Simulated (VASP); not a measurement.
# CaBe2O3 (Cmmm) in VASP: notebook, part 3 of 3

VASP 6.6.1. Earlier steps stand in the parts before.

## (5) Single point, PBE

File INCAR:

```
SYSTEM = CaBe2O3
PREC = Accurate
ENCUT = 520
EDIFF = 1E-6
ISMEAR = 0
SIGMA = 0.02
LREAL = .False.
LASPH = .True.
NELM = 60
ALGO = Normal
ISIF = 2
LWAVE = .False.
LCHARG = .False.
GGA = PE
NBANDS = 25
```

File KPOINTS:

```
regular mesh
0
Gamma
  8 8 10
  0 0 0
```

File POSCAR:

```
CaBe2O3
1.0
    2.3894628822     -4.2268871334      0.0000000000
    2.3894628822      4.2268871334      0.0000000000
    0.0000000000      0.0000000000      2.6450270599
Ca Be O
1 2 3
Direct
    0.5000000000      0.5000000000      0.0000000000
    0.1796187221      0.8203812779      0.0000000000
    0.8203812779      0.1796187221      0.0000000000
    0.0000000000      0.0000000000      0.0000000000
    0.5000000000      0.0000000000      0.5000000000
    0.0000000000      0.5000000000      0.5000000000
```

Potentials or basis: VASP PAW PBE potentials, release 64 (Ca_sv, Be, O).

Command:

```
$ cat potpaw_PBE.64/Ca_sv/POTCAR potpaw_PBE.64/Be/POTCAR potpaw_PBE.64/O/POTCAR > POTCAR
$ mpirun -np 1 vasp_std > vasp.out
```

OUTCAR:

```text
SYSTEM = CaBe2O3
   PREC = Accurate
   ENCUT = 520
   EDIFF = 1E-6
   ISMEAR = 0
   LREAL = .False.
   LASPH = .True.
   NELM = 60
   ISIF = 2
   GGA = PE

 ion  position               nearest neighbor table
   1  0.500  0.500  0.000-   4 2.39   4 2.39   2 2.71   3 2.71
   2  0.180  0.820  0.000-   4 1.52   5 1.88   6 1.88   5 1.88   6 1.88   1 2.71
   3  0.820  0.180  0.000-   4 1.52   5 1.88   6 1.88   5 1.88   6 1.88   1 2.71
   4  0.000  0.000  0.000-   2 1.52   3 1.52   1 2.39   1 2.39
   5  0.500  0.000  0.500-   2 1.88   3 1.88   2 1.88   3 1.88
   6  0.000  0.500  0.500-   2 1.88   3 1.88   2 1.88   3 1.88

  LATTYP: Found a base centered orthorhombic cell.
 ALAT       =     4.7789257644
 B/A-ratio  =     1.7689695726
 C/A-ratio  =     0.5534773274

  Lattice vectors:

 A1 = (   2.3894628822,  -4.2268871334,   0.0000000000)
 A2 = (   2.3894628822,   4.2268871334,   0.0000000000)
 A3 = (   0.0000000000,   0.0000000000,   2.6450270599)

Analysis of symmetry for initial positions (statically):
=====================================================================
 Subroutine PRICEL returns:
 Original cell was already a primitive cell.

 Routine SETGRP: Setting up the symmetry group for a
 base centered orthorhombic supercell.
[... 174 lines left out ...]

 E-fermi :   5.5207     XC(G=0): -11.2039

 val. band max:        5.3577819065   @ k =   0.5000   0.5000   0.5000
 cond. band min:       5.9755623301   @ k =   0.0000   0.0000   0.0000
 fundamental gap:      0.6177804236
 Fermi energy:         5.5206980916

 k-point     1 :       0.0000    0.0000    0.0000
  band No.  band energies     occupation
      1     -36.0604      2.00000
      2     -17.0305      2.00000
      3     -16.8110      2.00000
      4     -16.2806      2.00000
      5     -13.9740      2.00000
      6     -12.2620      2.00000
[... 661 lines left out ...]
     24      15.5940      0.00000
     25      15.9134      0.00000

 [... further k-points ...]
[... 5 lines left out ...]
  --------------------------------------------------------------------------------------
  -------------------------------------------------------------------------------------
  Total        0.2008087      0.0840896      0.1064957      0.0000000      0.0000000      0.0000000
  in kB        6.0216011      2.5215753      3.1934602      0.0000000      0.0000000      0.0000000
  external PRESSURE =       3.9122122 kB  Pullay stress =       0.0000000 kB

 VOLUME and BASIS-vectors are now :
 -----------------------------------------------------------------------------
  energy-cutoff  :      520.00
  volume of cell :       53.43
      direct lattice vectors                 reciprocal lattice vectors
     2.389462882 -4.226887133  0.000000000     0.209252047 -0.118290360  0.000000000
     2.389462882  4.226887133  0.000000000     0.209252047  0.118290360  0.000000000
     0.000000000  0.000000000  2.645027060     0.000000000  0.000000000  0.378067966

 POSITION                                       TOTAL-FORCE (eV/Angst)
 -----------------------------------------------------------------------------------
      2.38946      0.00000      0.00000         0.000000      0.000000      0.000000
      2.38946      2.70843      0.00000        -0.000000      0.000936      0.000000
      2.38946     -2.70843      0.00000        -0.000000     -0.000936      0.000000
      0.00000      0.00000      0.00000        -0.000000      0.000000      0.000000
      1.19473     -2.11344      1.32251         0.000000     -0.000000      0.000000
      1.19473      2.11344      1.32251        -0.000000      0.000000      0.000000
 -----------------------------------------------------------------------------------
    total drift:                                0.000000      0.000000      0.000000

  FREE ENERGIE OF THE ION-ELECTRON SYSTEM (eV)
  ---------------------------------------------------
  free  energy   TOTEN  =       -36.7500605186 eV

  energy  without entropy=      -36.7500605186  energy(sigma->0) =      -36.75006052
```

OSZICAR:

```text
N       E                     dE             d eps       ncg     rms          rms(c)
DAV:   1     0.231942326184E+03    0.23194E+03   -0.16128E+04  6300   0.127E+03
DAV:   2    -0.248578543975E+02   -0.25680E+03   -0.24067E+03  7577   0.339E+02
DAV:   3    -0.404410124449E+02   -0.15583E+02   -0.15392E+02 10246   0.840E+01
DAV:   4    -0.408037305247E+02   -0.36272E+00   -0.36192E+00  8478   0.103E+01
DAV:   5    -0.408069034742E+02   -0.31729E-02   -0.31714E-02  8575   0.914E-01    0.121E+01
DAV:   6    -0.368028032194E+02    0.40041E+01   -0.13072E+01  7566   0.285E+01    0.389E+00
DAV:   7    -0.367920621068E+02    0.10741E-01   -0.10622E+00  8292   0.682E+00    0.250E+00
DAV:   8    -0.367548156127E+02    0.37246E-01   -0.25666E-01  8103   0.323E+00    0.573E-01
DAV:   9    -0.367492790923E+02    0.55365E-02   -0.31240E-02  8812   0.125E+00    0.194E-01
DAV:  10    -0.367499534227E+02   -0.67433E-03   -0.66176E-03  7984   0.577E-01    0.117E-01
DAV:  11    -0.367500876778E+02   -0.13426E-03   -0.40620E-04  7689   0.158E-01    0.379E-02
DAV:  12    -0.367500607349E+02    0.26943E-04   -0.15859E-04  7701   0.807E-02    0.123E-02
DAV:  13    -0.367500601564E+02    0.57847E-06   -0.10254E-05  7997   0.265E-02    0.389E-03
DAV:  14    -0.367500605186E+02   -0.36219E-06   -0.21045E-06  6533   0.133E-02
   1 F= -.36750061E+02 E0= -.36750061E+02  d E =-.268551E-33
```

stdout:

```text
POSCAR found type information on POSCAR CaBeO
 POSCAR found :  3 types and       6 ions
 scaLAPACK will be used
 LDA part: xc-table for (Slater+PW92), standard interpolation
 POSCAR, INCAR and KPOINTS ok, starting setup
 FFT: planning ... GRIDC
 FFT: planning ... GRID_SOFT
 FFT: planning ... GRID
 WAVECAR not read
 entering main loop
```

Wall time 62 s (1 thread of Intel Xeon 6975P-C (Granite Rapids), shared host); peak memory 0.28 GiB.

What came out:

| Quantity | Value |
| --- | --- |
| Free energy | -36.7501 eV |
| Pressure | 0.4 GPa |
| Band gap on the k mesh | 0.62 eV, indirect (least direct gap 0.63 eV) |

Levels at points of the mesh, in eV from the valence-band top:
| k point | band 13 | band 14 | band 15 | band 16 | band 17 | band 18 | band 19 | band 20 |
| --- | --- | --- | --- | --- | --- | --- | --- | --- |
| (0.00, 0.00, 0.00) | -1.19 | -1.07 | -0.54 | -0.01 | 0.62 | 2.81 | 3.20 | 4.92 |
| (0.50, 0.00, 0.00) | -2.14 | -1.93 | -1.88 | -0.16 | 0.86 | 3.76 | 5.55 | 6.22 |
| (0.50, 0.50, 0.00) | -2.61 | -1.22 | -0.70 | -0.34 | 0.97 | 4.77 | 5.16 | 5.57 |
| (0.00, 0.00, 0.50) | -3.61 | -2.63 | -2.40 | -0.05 | 3.05 | 4.00 | 5.17 | 5.21 |
| (0.50, 0.00, 0.50) | -3.20 | -2.98 | -2.52 | -1.75 | 2.60 | 3.75 | 4.09 | 5.43 |
| (0.50, 0.50, 0.50) | -1.94 | -1.77 | -1.36 | 0.00 | 1.81 | 2.05 | 2.67 | 3.72 |

A k mesh can miss the band edges.

## (6) Relaxation of cell and atoms, PBE

File INCAR:

```
SYSTEM = CaBe2O3
  ALGO = Normal
  EDIFF = 1E-6
  EDIFFG = -0.01
  ENCUT = 600
  GGA = PE
  IBRION = 2
  ISIF = 3
  ISMEAR = 0
  LASPH = .True.
  LCHARG = .False.
  LREAL = .False.
  LWAVE = .False.
  NELM = 100
  NSW = 100
  PREC = Accurate
  SIGMA = 0.02
```

File KPOINTS:

```
k-points
0
Gamma
  8 8 10
  0 0 0
```

File POSCAR:

```
CaBe2O3
1.0
    2.3904597090     -4.2271877685      0.0000000000
    2.3904597090      4.2271877685      0.0000000000
    0.0000000000      0.0000000000      2.6459349587
Ca Be O
1 2 3
Direct
    0.5000000000      0.5000000000      0.0000000000
    0.1795350576      0.8204649424      0.0000000000
    0.8204649424      0.1795350576      0.0000000000
    0.0000000000      0.0000000000      0.0000000000
    0.5000000000      0.0000000000      0.5000000000
    0.0000000000      0.5000000000      0.5000000000
```

Potentials or basis: VASP PAW PBE potentials, release 64 (Ca_sv, Be, O).

Command:

```
$ cat potpaw_PBE.64/Ca_sv/POTCAR potpaw_PBE.64/Be/POTCAR potpaw_PBE.64/O/POTCAR > POTCAR
$ mpirun -np 1 vasp_std > vasp.out
```

It took 1.8 min on 1 thread of Intel Xeon 6975P-C (Granite Rapids), shared host; peak memory 0.31 GiB.

The run converged. Its results:

```yaml
Free_energy: -36.7590 eV
Relaxed_volume: 8.92 Å³/atom
Relaxed_cell: a = 4.856 Å, b = 4.856 Å, c = 2.646 Å, α = 90.00°, β = 90.00°, γ = 120.99°
Space_group_after_relaxing_to_0.05_Å: Cmmm (No. 65)
Energy_gained_by_relaxing: 0.0 meV/atom
Ionic_steps: 2
Pressure_after_relaxing: 0.0 GPa
Largest_force_after_relaxing: 0.009 eV/Å
Band_gap_on_the_k_mesh: 0.62 eV, indirect (the least direct gap lies 0.5 meV higher)
```

Forces in eV/Å, atoms in the order of the input:
```
Ca   0.000  0.000  0.000
Be   0.000  0.009  0.000
Be   0.000 -0.009  0.000
O    0.000  0.000  0.000
O    0.000  0.000  0.000
O    0.000  0.000  0.000
```

Stress tensor (GPa, compression positive):
```
-0.09  0.00  0.00
 0.00 -0.05  0.00
 0.00  0.00  0.04
```

Final structure:
```
CELL_PARAMETERS angstrom
2.39180 -4.22662 0.00000
2.39180 4.22662 0.00000
0.00000 0.00000 2.64568
ATOMIC_POSITIONS crystal
Ca 0.50000 0.50000 0.00000
Be 0.17960 0.82040 0.00000
Be 0.82040 0.17960 0.00000
O 0.00000 0.00000 0.00000
O 0.50000 0.00000 0.50000
O 0.00000 0.50000 0.50000
```

Levels at points of the mesh, in eV from the valence-band top:
```
           k point  band 14  band 15  band 16  band 17  band 18  band 19
(0.00, 0.00, 0.00)    -1.06    -0.54     0.00     0.62     2.82     3.21
(0.50, 0.00, 0.00)    -1.91    -1.86    -0.15     0.86     3.77     5.55
(0.50, 0.50, 0.00)    -1.21    -0.70    -0.33     0.98     4.77     5.17
(0.00, 0.00, 0.50)    -2.62    -2.39    -0.05     3.06     4.00     5.18
(0.50, 0.00, 0.50)    -2.96    -2.51    -1.74     2.61     3.75     4.10
(0.50, 0.50, 0.50)    -1.75    -1.35     0.00     1.82     2.06     2.68
```

A k mesh can miss the band edges. As with any semilocal functional, this PBE gap is likely too small.

## (7) Summary

| task | cell | k mesh | cutoff (eV) | smearing | gap on the mesh (eV) | pressure (GPa) | relaxed volume (Å³/atom) | largest force (eV/Å) |
| --- | --- | --- | --- | --- | --- | --- | --- | --- |
| single point | a = 4.856, b = 4.856, c = 2.646 Å, angles 90.0, 90.0, 121.0°, 6 atoms | 4 × 4 × 6 | 520 | gaussian 0.1 eV | 0.61 | 0.3 | - | 0.01 |
| single point | a = 4.818, b = 4.818, c = 2.630 Å, angles 90.0, 90.0, 113.5°, 6 atoms | 4 × 4 × 6 | 520 | gaussian 0.1 eV | none | -10.1 | - | 6.21 |
| relaxation of cell and atoms | relaxed from a = 4.818, b = 4.818, c = 2.630 Å, angles 90.0, 90.0, 113.5°, 6 atoms | 4 × 4 × 6 | 600 | gaussian 0.1 eV | 0.61 | 0.1 | 8.91 | 0.03 |
| single point | a = 4.856, b = 4.856, c = 2.645 Å, angles 90.0, 90.0, 121.0°, 6 atoms | 8 × 8 × 10 | 520 | gaussian 0.02 eV | 0.62 | 0.4 | - | - |
| relaxation of cell and atoms | relaxed from a = 4.856, b = 4.856, c = 2.646 Å, angles 90.0, 90.0, 121.0°, 6 atoms | 8 × 8 × 10 | 600 | gaussian 0.02 eV | 0.62 | 0.0 | 8.92 | 0.01 |

Alike in all rows: level PBE; potentials or basis VASP PAW PBE potentials, release 64 (Ca_sv, Be, O); no spin polarisation.

Caveats: some runs use coarse meshes; forces of over 1 eV/Å act on the atoms, so gaps and moduli don't describe the material at rest (some runs).

Total energies depend on the potentials used, so only differences within one code and one set of settings carry meaning.
